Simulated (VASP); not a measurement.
Ge: electric field gradients with PBE

Crystal: Ge.

```
Ge
1.0
     0.08486    2.87120    2.87120
     2.87120    0.08486    2.87120
     2.87120    2.87120    0.08486
Ge
2
Direct
  0.50000 0.50000 0.50000
  0.75000 0.75000 0.75000
```

This cell differs from its parent crystal: equal xy, yz and zx shear strains of +3 %.

- Program: VASP 6.6.1
- Task: electric field gradients
- Functional: PBE
- Potentials or basis: VASP PAW PBE potentials, release 64 (Ge_d)
- Cutoff: 520 eV
- k mesh: 10 × 10 × 10
- Occupations: fermi-dirac, width 0.05 eV
- Spin: no spin polarisation
- Dipole correction: no
- Further INCAR settings: ALGO = Normal; EDIFF = 1e-08; NBANDS = 21

The pressure is 3.9 GPa and the largest force is 0.410 eV/Å. The band gap on the k mesh is zero (filled and empty bands touch). The largest electric field gradient by atom is Ge +28.6 V/Å².

Forces on the atoms (eV/Å):
```
Ge   0.237  0.237  0.237
Ge  -0.237 -0.237 -0.237
```

Stress tensor (GPa, compression positive):
```
 3.91 -2.42 -2.42
-2.42  3.91 -2.42
-2.42 -2.42  3.91
```

Levels at points of the mesh, in eV from the Fermi level:
```tsv
k point	band 12	band 13	band 14	band 15	band 16	band 17
(0.00, 0.00, 0.00)	-0.07	-0.06	0.03	0.03	2.23	2.78
(0.50, 0.00, 0.00)	-7.65	-1.49	-1.46	0.05	3.48	3.95
(0.50, 0.50, 0.00)	-8.75	-3.21	-2.93	0.59	0.93	9.37
(0.50, 0.50, 0.50)	-7.47	-1.19	-1.19	0.56	3.89	3.89
```

Electric field gradients, principal values (V/Å²):
```csv
atom,least,middle,greatest (by size)
1 Ge,-14.282,-14.282,28.564
2 Ge,-14.282,-14.282,28.564
```

Run time: 2.4 min on 1 thread of Intel Xeon 8259CL (shared host), peak memory 0.23 GiB.

Caveat: the cell differs from its parent crystal (equal xy, yz and zx shear strains of +3 %); the cell stands under pressure; semilocal functionals underestimate gaps, so a narrow gap can read as zero; without QUAD_EFG the Cq values of the log hold for a quadrupole moment of 1 mb, not for the nuclei.
